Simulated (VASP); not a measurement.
# SrB2Te4 (I422) in VASP: single point with PBE

Aim: the single point of SrB2Te4 with PBE.

Everything below comes from runs of VASP 6.6.1. Logs are shortened: lines on timing, memory, paths and dates and some standing lists are left out, and cuts for length are marked.

### 1 The cell of the first run

It takes space group I422 (No. 97, tetragonal). Conventional cell: a = 8.156 Å, b = 8.156 Å, c = 6.113 Å, α = 90.00°, β = 90.00°, γ = 90.00°. Within 4.6 Å of Sr (site symmetry 422) lie 8 Te at 3.47 Å and 4 B at 4.08 Å. B (site symmetry 222) has 4 Te at 2.29 Å within 3.0 Å. Te (site symmetry 2) has 2 B at 2.29 Å within 3.0 Å.

### 2 Single point, PBE

INCAR reads:

```
SYSTEM = SrB2Te4
PREC = Accurate
ENCUT = 520
EDIFF = 1E-6
ISMEAR = 0
SIGMA = 0.1
LREAL = .FALSE.
LASPH = .TRUE.
NELM = 100
ALGO = Normal
ISIF = 2
LWAVE = .FALSE.
LCHARG = .FALSE.
GGA = PE
NBANDS = 29
```

KPOINTS reads:

```
Automatic mesh
0
G
  4 4 4
  0 0 0
```

POSCAR reads:

```
SrB2Te4
1.0
   -4.0777733770      4.0777733770      3.0563943460
    4.0777733770     -4.0777733770      3.0563943460
    4.0777733770      4.0777733770     -3.0563943460
Sr B Te
1 2 4
Direct
    0.0000000000      0.0000000000      0.0000000000
    0.5000000000      0.0000000000      0.5000000000
    0.0000000000      0.5000000000      0.5000000000
    0.8984064205      0.3984064205      0.7968128411
    0.1015935795      0.8984064205      0.5000000000
    0.3984064205      0.6015935795      0.5000000000
    0.6015935795      0.1015935795      0.2031871589
```

Potentials or basis: VASP PAW PBE potentials, release 64 (Sr_sv, B, Te).

Launch:

```bash
cat potpaw_PBE.64/Sr_sv/POTCAR potpaw_PBE.64/B/POTCAR potpaw_PBE.64/Te/POTCAR > POTCAR
mpirun -np 1 vasp_std > vasp.out
```

OUTCAR:

```text
SYSTEM = SrB2Te4
   PREC = Accurate
   ENCUT = 520
   EDIFF = 1E-6
   ISMEAR = 0
   LREAL = .FALSE.
   LASPH = .TRUE.
   NELM = 100
   ISIF = 2
   GGA = PE

 ion  position               nearest neighbor table
   1  0.000  0.000  0.000-   4 3.47   7 3.47   7 3.47   4 3.47   6 3.47   5 3.47   5 3.47   6 3.47

   2  0.500  0.000  0.500-   5 2.29   6 2.29   4 2.29   7 2.29
   3  0.000  0.500  0.500-   5 2.29   6 2.29   7 2.29   4 2.29
   4  0.898  0.398  0.797-   2 2.29   3 2.29   7 3.42   1 3.47   1 3.47
   5  0.102  0.898  0.500-   2 2.29   3 2.29   6 3.42   1 3.47   1 3.47
   6  0.398  0.602  0.500-   2 2.29   3 2.29   5 3.42   1 3.47   1 3.47
   7  0.602  0.102  0.203-   3 2.29   2 2.29   4 3.42   1 3.47   1 3.47

  LATTYP: Found a body centered tetragonal cell.
 ALAT       =     8.1555467540
 C/A-ratio  =     0.7495253079

  Lattice vectors:

 A1 = (  -4.0777733770,   4.0777733770,   3.0563943460)
 A2 = (   4.0777733770,  -4.0777733770,   3.0563943460)
 A3 = (   4.0777733770,   4.0777733770,  -3.0563943460)

Analysis of symmetry for initial positions (statically):
=====================================================================
 Subroutine PRICEL returns:
 Original cell was already a primitive cell.

 Routine SETGRP: Setting up the symmetry group for a
 body centered tetragonal supercell.

 Subroutine GETGRP returns: Found  8 space group operations
 (whereof  8 operations were pure point group operations)
 out of a pool of 16 trial point group operations.

The static configuration has the point symmetry D_4 .

Analysis of symmetry for dynamics (positions and initial velocities):
=====================================================================
 Subroutine PRICEL returns:
 Original cell was already a primitive cell.

 Routine SETGRP: Setting up the symmetry group for a
 body centered tetragonal supercell.

 Subroutine GETGRP returns: Found  8 space group operations
 (whereof  8 operations were pure point group operations)
 out of a pool of 16 trial point group operations.

The dynamic configuration has the point symmetry D_4 .

 Subroutine INISYM returns: Found  8 space group operations
 (whereof  8 operations are pure point group operations),
 and found     1 'primitive' translations

----------------------------------------------------------------------------------------

                                     Primitive cell

  volume of cell :     203.2898

[... 91 lines left out ...]
   NFREE  =      0    steps in history (QN), initial steepest desc. (CG)
   ISIF   =      2    stress and relaxation
   ISYM   =      2    0-nonsym 1-usesym 2-fastsym
   POTIM  = 0.5000    time-step for ionic-motion
   TEBEG  =    0.0;   TEEND  =   0.0 temperature during run
   PSTRESS=    0.0 pullay stress
   NELECT =      40.0000    total number of electrons
   NUPDOWN=      -1.0000    fix difference up-down
   EMIN   =  10.00;   EMAX   =-10.00  energy-range for DOS
   EFERMI =   0.00;   METHOD = LEGACY
   ISMEAR =     0;   SIGMA  =   0.10  broadening in eV -4-tet -1-fermi 0-gaus
   EFERMI_NEDOS =   21; number of points for ismear=-14 and -15
   IALGO  =     38    algorithm
   IMIX   =      4    mixing-type and parameters
     AMIX     =   0.40;   BMIX     =  1.00
     AMIX_MAG =   1.60;   BMIX_MAG =  1.00
  volume/ion in A,a.u.               =      29.04       195.98
  Fermi-wavevector in a.u.,A,eV,Ry     =   0.952189  1.799376 12.335901  0.906663
  Thomas-Fermi vector in A             =   2.080728
   LORBIT       =      0    0 simple, 1 ext, 2 COOP (PROOUT), +10 PAW based schemes
   GGA     = PE    functional components
   LHFCALC =     F    Hartree Fock is set to
   AEXX    =    0.0000 exact exchange contribution
   IVDW    =     0    specifies the selected vdW correction
   LEPSILON=     F    determine dielectric tensor
   LRPA    =     F    only Hartree local field effects (RPA)
 non-spin polarized calculation
 Gauss-broadening in eV      SIGMA  =   0.10
  energy-cutoff  :      520.00
  volume of cell :      203.29
 maximum number of plane-waves:      5506
 NGX is ok and might be reduce to    50
   NGX = 25   NGY = 25   NGZ = 25

 number of electron      40.0000000 magnetization

 Free energy of the ion-electron system (eV)
  ---------------------------------------------------
  ext. energy  EPLUGINS =         0.00000000
  ---------------------------------------------------
  free energy    TOTEN  =       -29.43720905 eV

  energy without entropy =      -29.43706850  energy(sigma->0) =      -29.43713877

 E-fermi :   4.4988     XC(G=0):  -8.6862

 val. band max:        4.3151238910   @ k =   0.5000   0.5000   0.0000
 cond. band min:       4.6600624841   @ k =   0.5000   0.5000   0.5000
 fundamental gap:      0.3449385931
 Fermi energy:         4.4987558353

 k-point     1 :       0.0000    0.0000    0.0000
  band No.  band energies     occupation
      1     -31.2826      2.00000
      2     -13.2937      2.00000
      3     -13.2937      2.00000
      4     -13.2880      2.00000
      5      -8.7503      2.00000
      6      -6.7617      2.00000
[... 405 lines left out ...]
     28       9.1346      0.00000
     29       9.1580      0.00000

------------------------ aborting loop because EDIFF is reached ----------------------------------------

  FORCE on cell =-STRESS in cart. coord.  units (eV):
  Direction    XX          YY          ZZ          XY          YZ          ZX
  --------------------------------------------------------------------------------------
  -------------------------------------------------------------------------------------
  Total        0.1158918      0.1158918      0.1494214      0.0000000     -0.0000000      0.0000000
  in kB        0.9133720      0.9133720      1.1776272      0.0000000     -0.0000000      0.0000000
  external PRESSURE =       1.0014571 kB  Pullay stress =       0.0000000 kB

 VOLUME and BASIS-vectors are now :
 -----------------------------------------------------------------------------
  energy-cutoff  :      520.00
  volume of cell :      203.29
      direct lattice vectors                 reciprocal lattice vectors
    -4.077773377  4.077773377  3.056394346     0.000000000  0.122615936  0.163591456
     4.077773377 -4.077773377  3.056394346     0.122615936  0.000000000  0.163591456
     4.077773377  4.077773377 -3.056394346     0.122615936  0.122615936  0.000000000

 POSITION                                       TOTAL-FORCE (eV/Angst)
 -----------------------------------------------------------------------------------
      0.00000      0.00000      0.00000         0.000000      0.000000      0.000000
      0.00000      4.07777      0.00000         0.000000      0.000000      0.000000
      4.07777      0.00000      0.00000         0.000000      0.000000      0.000000
      1.21034      5.28811      1.52820         0.010236      0.010236     -0.000000
      5.28811     -1.21034      1.52820         0.010236     -0.010236      0.000000
      2.86744      1.21034      1.52820        -0.010236      0.010236     -0.000000
     -1.21034      2.86744      1.52820        -0.010236     -0.010236      0.000000
 -----------------------------------------------------------------------------------
    total drift:                               -0.000000      0.000000      0.000000

  FREE ENERGIE OF THE ION-ELECTRON SYSTEM (eV)
  ---------------------------------------------------
  free  energy   TOTEN  =       -29.4372090518 eV

  energy  without entropy=      -29.4370684963  energy(sigma->0) =      -29.43713877
```

Wall time 63 s (1 thread of Intel Xeon 6975P-C (Granite Rapids), shared host); peak memory 0.38 GiB.

Results:

```yaml
Free_energy: -29.4372 eV
Pressure: 0.1 GPa
Largest_force: 0.014 eV/Å
Band_gap_on_the_k_mesh: 0.34 eV, indirect (least direct gap 0.62 eV)
```

Forces on the atoms (eV/Å):
```
Sr   0.000  0.000  0.000
B    0.000  0.000  0.000
B    0.000  0.000  0.000
Te   0.010  0.010  0.000
Te   0.010 -0.010  0.000
Te  -0.010  0.010  0.000
Te  -0.010 -0.010  0.000
```

Caveat: spin-orbit coupling is left out, which moves the levels of the heavy elements. A k mesh can miss the band edges.
